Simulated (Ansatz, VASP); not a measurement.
MgF2: VASP beside Ansatz

INCAR

```
  PREC = Accurate
  ENCUT = 520
  EDIFF = 1E-8
  ISMEAR = -1
  SIGMA = 0.02
  LREAL = False
  LASPH = True
  NELM = 120
  ALGO = Normal
  ISIF = 2
  LWAVE = False
  LCHARG = False
  GGA = CA
  LEFG = True
  NBANDS = 25
  GGA_COMPAT = False
```

Contents of KPOINTS:

```
Automatic mesh
0
Gamma
  5 5 7
```

The input POSCAR:

```
MgF2
1.0
    4.6821135529      0.0000000000      0.0000000000
    0.0000000000      4.6821135529      0.0000000000
    0.0000000000      0.0000000000      3.0555874460
Mg F
2 4
Direct
    0.0000000000      0.0000000000      0.0000000000
    0.5000000000      0.5000000000      0.5000000000
    0.3028000000      0.3028000000      0.0000000000
    0.1972000000      0.8028000000      0.5000000000
    0.6972000000      0.6972000000      0.0000000000
    0.8028000000      0.1972000000      0.5000000000
```

Input for Ansatz:

```yaml
crystal:
  lattice:
    - [4.6821135529, 0.0, 0.0]
    - [0.0, 4.6821135529, 0.0]
    - [0.0, 0.0, 3.055587446]
  atoms:
    - { symbol: Mg, position: [0.0, 0.0, 0.0] }
    - { symbol: Mg, position: [0.5, 0.5, 0.5] }
    - { symbol: F, position: [0.3028, 0.3028, 0.0] }
    - { symbol: F, position: [0.1972, 0.8028, 0.5] }
    - { symbol: F, position: [0.6972, 0.6972, 0.0] }
    - { symbol: F, position: [0.8028, 0.1972, 0.5] }
kpoints:
  mp_grid: { grid: [5, 5, 7] }
scf:
  occupations: { method: fermi_dirac, width: 0.02 }
hamiltonian:
  xc: lda
  pseudopotentials: { kind: paw }
output:
  forces: true
  stress: true
  eigenvalues: true
  efg: { contact_densities: true }
```

Change from the starting cell: volume scaled by 1.04, PAW files.

Alike in both runs: task electric field gradients; functional LDA; k mesh 5 × 5 × 7; occupations fermi-dirac, width 0.02 eV; no spin polarisation.

|  | VASP | Ansatz |
| --- | --- | --- |
| version | VASP 6.6.1 | Ansatz 0.2.0 |
| potentials or method | VASP PAW LDA potentials, release 64 (Mg, F) | PAW with Ansatz's default frozen-core files, scalar-relativistic |
| plane-wave cutoff (eV) | 520 | 420 |
| valence electrons in the cell | 32 | 48 |

```tsv
	VASP	Ansatz	Ansatz less VASP
gap on the k mesh at the Fermi level (eV)	6.59	6.63	+0.036
pressure (GPa)	-8.4	-6.7	+1.69
traceless stress, the component that is largest in VASP (GPa)	0.55	0.38	-0.166
rms of the force components (eV/Å)	0.039	0.046	+0.0071
size of Vzz on the site where it differs most (V/Å²)	51.2	51.6	+0.47
```

LDA's correlation is that of Perdew and Zunger in VASP and of Perdew and Wang (1992) in Ansatz. Atom by atom the forces differ by 0.007 eV/Å (rms over components). VASP's potentials hold 32 valence electrons a cell and Ansatz's 48, so a difference there can come from the potentials and not from the codes.
